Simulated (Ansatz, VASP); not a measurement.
Au in VASP and in Ansatz

INCAR

```
SYSTEM = Au
PREC = Accurate ; ENCUT = 520
EDIFF = 1E-6 ; ISMEAR = -1
SIGMA = 0.1 ; LREAL = .FALSE.
LASPH = .TRUE. ; NELM = 100
ALGO = Normal ; ISIF = 2
LWAVE = .FALSE. ; LCHARG = .FALSE.
GGA = B5 ; ALDAX = 1.0
AGGAX = 1.0 ; AGGAC = 1.0
ALDAC = 0.0 ; NBANDS = 18
```

File KPOINTS:

```
Automatic mesh
0
G
  10 10 10
  0 0 0
```

File POSCAR:

```
Au
1.0
    0.0000000000      3.1955715809      3.1955715809
    3.1955715809      0.0000000000      3.1955715809
    3.1955715809      3.1955715809      0.0000000000
Au
2
Direct
    0.1250000000      0.1250000000      0.1250000000
    0.8750000000      0.8750000000      0.8750000000
```

Input for Ansatz:

```yaml
crystal:
  lattice:
    - [0.0, 3.1955715809, 3.1955715809]
    - [3.1955715809, 0.0, 3.1955715809]
    - [3.1955715809, 3.1955715809, 0.0]
  atoms:
    - { symbol: Au, position: [0.125, 0.125, 0.125] }
    - { symbol: Au, position: [0.875, 0.875, 0.875] }
hamiltonian:
  xc: blyp
  pseudopotentials:
    kind: paw
    azcp:
      Au: "pseudopotentials/Au.paw.azcp"
basis:
  ecutwfc: 420
  fft_grid_basis: typed
kpoints:
  mp_grid: { grid: [10, 10, 10], shift: [0, 0, 0] }
magnetization:
  spin_polarized: false
scf:
  occupations: { method: fermi_dirac, width: 0.1 }
  lower_state_search: "off"
output:
  stress: true
  write_density: true
  write_potential: true
  elf: true
  volumetric_format: npy
```

Alike in both runs: task single point; functional BLYP; k mesh 10 × 10 × 10; occupations fermi-dirac, width 0.1 eV; no spin polarisation.

|  | VASP | Ansatz |
| --- | --- | --- |
| version | VASP 6.6.1 | Ansatz 0.2.0 |
| potentials or method | VASP PAW PBE potentials, release 64 (Au), cutoff 520 eV | plane waves (420 eV) with PAW, scalar-relativistic |
| valence electrons in the cell | 22 | 38 |

```tsv
	VASP	Ansatz	Ansatz less VASP
pressure (GPa)	-1.3	-1.5	-0.18
```

VASP's potentials were made for PBE, not for BLYP. The functional is the same, so the differences come from potentials, cutoffs and numerics. VASP's potentials hold 22 valence electrons a cell and Ansatz's 38, so a difference there can come from the potentials and not from the codes.

Neither program's run includes spin-orbit coupling.
